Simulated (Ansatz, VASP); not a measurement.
# One calculation of Fe, two programs

```xyz
2
Lattice="2.4740 0.0000 0.0000 -1.2370 2.1425 0.0000 0.0000 0.0000 3.9126" Properties=species:S:1:pos:R:3 pbc="T T T"
Fe    0.0000    1.4284    0.9781
Fe    1.2370    0.7142    2.9344
```

Alike in both runs: functional revPBE; k mesh 14 × 14 × 8; occupations fermi-dirac, width 0.1 eV; no spin polarisation.

Ansatz relaxed the structure, and its values are those at the end. VASP's run is a single point on that final structure, the one shown.

|  | VASP | Ansatz |
| --- | --- | --- |
| version | VASP 6.6.1 | Ansatz 0.2.0 |
| potentials or method | VASP PAW PBE potentials, release 64 (Fe), cutoff 600 eV | plane waves (420 eV) with PAW, scalar-relativistic |
| valence electrons in the cell | 16 | 32 |

Ansatz gave:

* pressure (GPa): 0.0

**Question.** Estimate VASP's values.

**Answer.** Pressure (GPa): -0.6.

VASP's potentials were made for PBE, not for revPBE. With one functional, cell and mesh, what is left measures potentials, basis and numerics. VASP's potentials hold 16 valence electrons a cell and Ansatz's 32, so a difference there can come from the potentials and not from the codes.
